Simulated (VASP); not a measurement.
## BP2: single point with PBE

BP2:

```
B P
1.0
     3.28068    0.00000    0.00000
    -1.64034    2.84116    0.00000
     0.00000    0.00000    9.49341
B P
2 4
Cartesian
  1.6403 0.9471 6.9317
  0.0000 1.8941 2.5617
  1.6403 0.9471 8.9151
  0.0000 0.0000 6.3600
  0.0000 1.8941 0.5784
  0.0000 0.0000 3.1334
```

```yaml
Program: VASP 6.6.1
Task: single point
Functional: PBE
Potentials_or_basis: VASP PAW PBE potentials, release 64 (B, P)
Cutoff: 520 eV
k_mesh: 12 × 12 × 4
Occupations: gaussian, width 0.1 eV
Spin: no spin polarisation
Dipole_correction: no
Further_INCAR_settings: ALGO = Normal; EDIFF = 1e-06; NBANDS = 22
```

```json
{
 "Pressure": "-0.2 GPa",
 "Largest force": "0.038 eV/Å",
 "Band gap on the k mesh": "zero (bands 13 and 14 overlap by 1.32 eV)"
}
```

Forces in eV/Å, atoms in the order of the input:
```
B    0.000  0.000  0.002
B    0.000  0.000 -0.002
P    0.000  0.000  0.038
P    0.000  0.000  0.013
P    0.000  0.000 -0.038
P    0.000  0.000 -0.013
```

Stress tensor (GPa, compression positive):
```
-0.26  0.00  0.00
 0.00 -0.26  0.00
 0.00  0.00 -0.11
```

Levels at points of the mesh, in eV from the Fermi level:
```tsv
k point	band 10	band 11	band 12	band 13	band 14	band 15	band 16	band 17
(0.00, 0.00, 0.00)	-1.47	-1.47	-1.46	-1.30	1.05	1.44	1.44	3.37
(0.50, 0.00, 0.00)	-3.79	-3.41	-3.11	-1.47	-0.41	1.22	1.82	2.11
(0.00, 0.00, 0.50)	-1.92	-1.53	-1.53	0.91	1.05	1.48	1.48	3.29
(0.50, 0.00, 0.50)	-3.87	-3.31	-2.35	-1.73	0.02	0.24	1.87	1.92
```

Run time: 66 s on 1 thread of AMD EPYC 9R45 96-Core Processor (Zen 5) (shared host), peak memory 0.22 GiB.

Caveat: this functional lacks dispersion, which binds the layers, so the pressure and a relaxed spacing across them are unreliable.
